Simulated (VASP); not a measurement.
# SnSe (Fm-3m) in VASP: notebook, part 2 of 2

VASP 6.6.1.

## Step 3: Single point, PBEsol

This run uses another cell than the first one, of 23.19 Å³/atom, 1.214 times its volume.

Input file INCAR:

```
  PREC = Accurate
  ENCUT = 520
  EDIFF = 1E-6
  ISMEAR = -1
  SIGMA = 0.05
  LREAL = False
  LASPH = True
  NELM = 60
  ALGO = Normal
  ISIF = 2
  LWAVE = False
  LCHARG = True
  GGA = PS
  LELF = True
  LVHAR = True
  NBANDS = 17
```

Input file KPOINTS:

```
Automatic mesh
0
Gamma
  10 10 10
```

Input file POSCAR:

```
SnSe
1.0
    0.0000000000      2.8516882363      2.8516882363
    2.8516882363      0.0000000000      2.8516882363
    2.8516882363      2.8516882363      0.0000000000
Sn Se
1 1
Direct
    0.0000000000      0.0000000000      0.0000000000
    0.5000000000      0.5000000000      0.5000000000
```

Potentials or basis: VASP PAW PBE potentials, release 64 (Sn_d, Se).

On the command line:

```console
$ cat potpaw_PBE.64/Sn_d/POTCAR potpaw_PBE.64/Se/POTCAR > POTCAR
$ mpirun -np 1 vasp_std > vasp.out
```

OUTCAR:

```text
PREC = Accurate
   ENCUT = 520
   EDIFF = 1E-6
   ISMEAR = -1
   LREAL = False
   LASPH = True
   NELM = 60
   ISIF = 2
   GGA = PS

 ion  position               nearest neighbor table
   1  0.000  0.000  0.000-   2 2.85   2 2.85   2 2.85   2 2.85   2 2.85   2 2.85
   2  0.500  0.500  0.500-   1 2.85   1 2.85   1 2.85   1 2.85   1 2.85   1 2.85

  LATTYP: Found a face centered cubic cell.
 ALAT       =     5.7033764726

  Lattice vectors:

 A1 = (   0.0000000000,   2.8516882363,   2.8516882363)
 A2 = (   2.8516882363,   0.0000000000,   2.8516882363)
 A3 = (   2.8516882363,   2.8516882363,   0.0000000000)

Analysis of symmetry for initial positions (statically):
=====================================================================
 Subroutine PRICEL returns:
 Original cell was already a primitive cell.

 Routine SETGRP: Setting up the symmetry group for a
 face centered cubic supercell.

 Subroutine GETGRP returns: Found 48 space group operations
 (whereof 48 operations were pure point group operations)
 out of a pool of 48 trial point group operations.

The static configuration has the point symmetry O_h .

Analysis of symmetry for dynamics (positions and initial velocities):
=====================================================================
 Subroutine PRICEL returns:
 Original cell was already a primitive cell.

 Routine SETGRP: Setting up the symmetry group for a
 face centered cubic supercell.

 Subroutine GETGRP returns: Found 48 space group operations
 (whereof 48 operations were pure point group operations)
 out of a pool of 48 trial point group operations.

The dynamic configuration has the point symmetry O_h .

 Subroutine INISYM returns: Found 48 space group operations
 (whereof 48 operations are pure point group operations),
 and found     1 'primitive' translations

----------------------------------------------------------------------------------------

                                     Primitive cell
[... 104 lines left out ...]
   EMIN   =  10.00;   EMAX   =-10.00  energy-range for DOS
   EFERMI =   0.00;   METHOD = LEGACY
   ISMEAR =    -1;   SIGMA  =   0.05  broadening in eV -4-tet -1-fermi 0-gaus
   EFERMI_NEDOS =   21; number of points for ismear=-14 and -15
   IALGO  =     38    algorithm
   IMIX   =      4    mixing-type and parameters
     AMIX     =   0.40;   BMIX     =  1.00
     AMIX_MAG =   1.60;   BMIX_MAG =  1.00
  volume/ion in A,a.u.               =      23.19       156.50
  Fermi-wavevector in a.u.,A,eV,Ry     =   1.236819  2.337249 20.813118  1.529721
  Thomas-Fermi vector in A             =   2.371412
   LORBIT       =      0    0 simple, 1 ext, 2 COOP (PROOUT), +10 PAW based schemes
   GGA     = PS    functional components
   LHFCALC =     F    Hartree Fock is set to
   AEXX    =    0.0000 exact exchange contribution
   IVDW    =     0    specifies the selected vdW correction
   LEPSILON=     F    determine dielectric tensor
   LRPA    =     F    only Hartree local field effects (RPA)
 non-spin polarized calculation
  energy-cutoff  :      520.00
  volume of cell :       46.38
 maximum number of plane-waves:      1267
 NGX is ok and might be reduce to    30
   NGX = 15   NGY = 15   NGZ = 15

 number of electron      19.9999995 magnetization

 Free energy of the ion-electron system (eV)
  ---------------------------------------------------
  ext. energy  EPLUGINS =         0.00000000
  ---------------------------------------------------
  free energy    TOTEN  =        -8.81236759 eV

  energy without entropy =       -8.81099495  energy(sigma->0) =       -8.81168127

 E-fermi :   7.7687     XC(G=0): -10.5252

 val. band max:        7.6799323452   @ k =  -0.2000   0.2000   0.0000
 cond. band min:       7.8909167593   @ k =  -0.4000   0.1000   0.0000
 fundamental gap:      0.2109844142
 Fermi energy:         7.7687219922

 k-point     1 :       0.0000    0.0000    0.0000
  band No.  band energies     occupation
      1     -14.1314      2.00000
      2     -14.1314      2.00000
      3     -14.1233      2.00000
      4     -14.1233      2.00000
      5     -14.1233      2.00000
      6      -7.7195      2.00000
[... 457 lines left out ...]
      4     -14.0966      2.00000
      5     -14.0951      2.00000
      6      -6.3697      2.00000
[... 9 lines left out ...]
     16      18.6666      0.00000
     17      19.2613      0.00000

 [... further k-points ...]
[... 5 lines left out ...]
  --------------------------------------------------------------------------------------
  -------------------------------------------------------------------------------------
  Total        2.6912798      2.6912798      2.6912798     -0.0000000      0.0000000      0.0000000
  in kB       92.9679607     92.9679607     92.9679607     -0.0000000      0.0000000      0.0000000
  external PRESSURE =      92.9679607 kB  Pullay stress =       0.0000000 kB

 VOLUME and BASIS-vectors are now :
 -----------------------------------------------------------------------------
  energy-cutoff  :      520.00
  volume of cell :       46.38
      direct lattice vectors                 reciprocal lattice vectors
     0.000000000  2.851688236  2.851688236    -0.175334735  0.175334735  0.175334735
     2.851688236  0.000000000  2.851688236     0.175334735 -0.175334735  0.175334735
     2.851688236  2.851688236  0.000000000     0.175334735  0.175334735 -0.175334735

 POSITION                                       TOTAL-FORCE (eV/Angst)
 -----------------------------------------------------------------------------------
      0.00000      0.00000      0.00000        -0.000000     -0.000000     -0.000000
      2.85169      2.85169      2.85169         0.000000      0.000000      0.000000
 -----------------------------------------------------------------------------------
    total drift:                               -0.000000      0.000000      0.000000

  FREE ENERGIE OF THE ION-ELECTRON SYSTEM (eV)
  ---------------------------------------------------
  free  energy   TOTEN  =        -8.8123675905 eV

  energy  without entropy=       -8.8109949519  energy(sigma->0) =       -8.81168127
```

It took 58 s on 1 thread of AMD EPYC 7R13, shared host; peak memory 0.16 GiB.

Results:

```yaml
Free_energy: -8.8124 eV
Pressure: 9.3 GPa
Band_gap_on_the_k_mesh: 0.21 eV, indirect (least direct gap 0.49 eV)
```

Levels at points of the mesh, in eV from the valence-band top:
| k point | band 6 | band 7 | band 8 | band 9 | band 10 | band 11 | band 12 | band 13 | band 14 | band 15 |
| --- | --- | --- | --- | --- | --- | --- | --- | --- | --- | --- |
| (0.00, 0.00, 0.00) | -15.40 | -4.80 | -2.97 | -2.97 | -2.97 | 4.61 | 4.61 | 4.61 | 5.30 | 5.30 |
| (0.50, 0.00, 0.00) | -14.06 | -9.33 | -2.67 | -2.67 | -0.51 | 0.78 | 0.78 | 0.95 | 8.30 | 10.08 |
| (0.50, 0.50, 0.00) | -13.58 | -7.01 | -6.40 | -4.76 | -4.76 | 2.04 | 5.99 | 5.99 | 6.73 | 10.71 |

Caveat: the PAW data sets were made with another functional, which shifts forces and pressure a little; spin-orbit coupling is left out, which moves the levels of the heavy elements.

## Step 4: Single point, PBEsol

This run uses another cell than the first one, of 24.55 Å³/atom, 1.286 times its volume.

Input file INCAR:

```
ALGO     = Normal         # electronic algorithm
EDIFF    = 1E-6           # SCF threshold, eV
ENCUT    = 520            # plane-wave cutoff, eV
GGA      = PS             # functional
ISIF     = 2              # what is computed and relaxed
ISMEAR   = -1             # smearing method
LASPH    = True           # aspherical terms in the spheres
LCHARG   = True           # write CHGCAR
LELF     = True           # ELF
LREAL    = False          # projectors in reciprocal space
LVHAR    = True         
LWAVE    = False          # write WAVECAR
NBANDS   = 17             # bands
NELM     = 80             # most SCF steps
PREC     = Accurate       # precision mode
SIGMA    = 0.05           # smearing width, eV
```

Input file KPOINTS:

```
k-points
0
Gamma
  10 10 10
```

Input file POSCAR:

```
SnSe
1.0
    0.0000000000      2.9065417928      2.9065417928
    2.9065417928      0.0000000000      2.9065417928
    2.9065417928      2.9065417928      0.0000000000
Sn Se
1 1
Direct
    0.0000000000      0.0000000000      0.0000000000
    0.5000000000      0.5000000000      0.5000000000
```

On the command line:

```console
$ cat potpaw_PBE.64/Sn_d/POTCAR potpaw_PBE.64/Se/POTCAR > POTCAR
$ mpirun -np 1 vasp_std > vasp.out
```

Wall time 54 s (1 thread of AMD EPYC 7R13, shared host); peak memory 0.17 GiB.

It converged, with:

```yaml
Free_energy: -8.9292 eV
Pressure: 4.5 GPa
Band_gap_on_the_k_mesh: 0.33 eV, indirect (least direct gap 0.54 eV)
```

Levels at points of the mesh, in eV from the valence-band top:
```csv
k point,band 7,band 8,band 9,band 10,band 11,band 12,band 13,band 14
"(0.00, 0.00, 0.00)",-4.88,-2.63,-2.63,-2.63,4.54,4.54,4.54,5.53
"(0.50, 0.00, 0.00)",-8.81,-2.36,-2.36,-0.31,0.85,0.99,0.99,8.28
"(0.50, 0.50, 0.00)",-6.41,-6.21,-4.31,-4.31,2.41,5.79,5.79,6.49
```

Caveat: the PAW data sets were made with another functional, which shifts forces and pressure a little; spin-orbit coupling is left out, which moves the levels of the heavy elements.

## Step 5: Single point, PBEsol

This run uses another cell than the first one, of 27.28 Å³/atom, 1.429 times its volume.

Input file INCAR:

```
SYSTEM = SnSe
  ALGO = Normal
  EDIFF = 1E-6
  ENCUT = 520
  GGA = PS
  ISIF = 2
  ISMEAR = -1
  LASPH = .True.
  LCHARG = .False.
  LREAL = .False.
  LWAVE = .False.
  NBANDS = 17
  NELM = 80
  PREC = Accurate
  SIGMA = 0.05
```

Input file KPOINTS:

```
k-points
0
Gamma
  10 10 10
  0 0 0
```

Input file POSCAR:

```
SnSe
1.0
    0.0000000000      3.0104337128      3.0104337128
    3.0104337128      0.0000000000      3.0104337128
    3.0104337128      3.0104337128      0.0000000000
Sn Se
1 1
Direct
    0.0000000000      0.0000000000      0.0000000000
    0.5000000000      0.5000000000      0.5000000000
```

Potentials or basis: VASP PAW PBE potentials, release 64 (Sn_d, Se).

On the command line:

```console
$ cat potpaw_PBE.64/Sn_d/POTCAR potpaw_PBE.64/Se/POTCAR > POTCAR
$ mpirun -np 1 vasp_std > vasp.out
```

OUTCAR:

```text
SYSTEM = SnSe
   EDIFF = 1E-6
   ENCUT = 520
   GGA = PS
   ISIF = 2
   ISMEAR = -1
   LASPH = .True.
   LREAL = .False.
   NELM = 80
   PREC = Accurate

 ion  position               nearest neighbor table
   1  0.000  0.000  0.000-   2 3.01   2 3.01   2 3.01   2 3.01   2 3.01   2 3.01
   2  0.500  0.500  0.500-   1 3.01   1 3.01   1 3.01   1 3.01   1 3.01   1 3.01

  LATTYP: Found a face centered cubic cell.
 ALAT       =     6.0208674256

  Lattice vectors:

 A1 = (   0.0000000000,   3.0104337128,   3.0104337128)
 A2 = (   3.0104337128,   0.0000000000,   3.0104337128)
[... 648 lines left out ...]
      5     -16.0314      2.00000
      6      -7.4952      2.00000
[... 9 lines left out ...]
     16      16.0276      0.00000
     17      16.7857      0.00000

 [... further k-points ...]
[... 5 lines left out ...]
  --------------------------------------------------------------------------------------
  -------------------------------------------------------------------------------------
  Total       -0.6258208     -0.6258208     -0.6258208      0.0000000      0.0000000      0.0000000
  in kB      -18.3756777    -18.3756777    -18.3756777      0.0000000      0.0000000      0.0000000
  external PRESSURE =     -18.3756777 kB  Pullay stress =       0.0000000 kB

 VOLUME and BASIS-vectors are now :
 -----------------------------------------------------------------------------
  energy-cutoff  :      520.00
  volume of cell :       54.57
      direct lattice vectors                 reciprocal lattice vectors
     0.000000000  3.010433713  3.010433713    -0.166089025  0.166089025  0.166089025
     3.010433713  0.000000000  3.010433713     0.166089025 -0.166089025  0.166089025
     3.010433713  3.010433713  0.000000000     0.166089025  0.166089025 -0.166089025

 POSITION                                       TOTAL-FORCE (eV/Angst)
 -----------------------------------------------------------------------------------
      0.00000      0.00000      0.00000         0.000000     -0.000000     -0.000000
      3.01043      3.01043      3.01043        -0.000000      0.000000      0.000000
 -----------------------------------------------------------------------------------
    total drift:                                0.000000     -0.000000     -0.000000

  FREE ENERGIE OF THE ION-ELECTRON SYSTEM (eV)
  ---------------------------------------------------
  free  energy   TOTEN  =        -8.9671228047 eV

  energy  without entropy=       -8.9669705749  energy(sigma->0) =       -8.96704669
```

Run time: 57 s. Hardware: 1 thread of AMD EPYC 7R13, shared host; peak memory 0.17 GiB.

Results:

| Item | Value |
| --- | --- |
| Free energy | -8.9671 eV |
| Pressure | -1.8 GPa |
| Band gap on the k mesh | 0.52 eV, indirect (least direct gap 0.62 eV) |

Caveat: the PAW data sets were made with another functional, which shifts forces and pressure a little; spin-orbit coupling is left out, which moves the levels of the heavy elements.

## Step 6: The runs side by side

| cell | gap on the mesh (eV) | pressure (GPa) |
| --- | --- | --- |
| a = 3.780 Å, angles 60.0°, 2 atoms | 0.10 | 35.6 |
| a = 4.033 Å, angles 60.0°, 2 atoms | 0.21 | 9.3 |
| a = 4.110 Å, angles 60.0°, 2 atoms | 0.33 | 4.5 |
| a = 4.257 Å, angles 60.0°, 2 atoms | 0.52 | -1.8 |

Alike in all rows: task single point; level PBEsol; potentials or basis VASP PAW PBE potentials, release 64 (Sn_d, Se); no spin polarisation; k mesh 10 × 10 × 10; cutoff (eV) 520; smearing fermi-dirac 0.05 eV.

Caveats: the PAW data sets were made with another functional, which shifts forces and pressure a little; spin-orbit coupling is left out, which moves the levels of the heavy elements.

Total energies depend on the potentials used, so only differences within one code and one set of settings carry meaning.
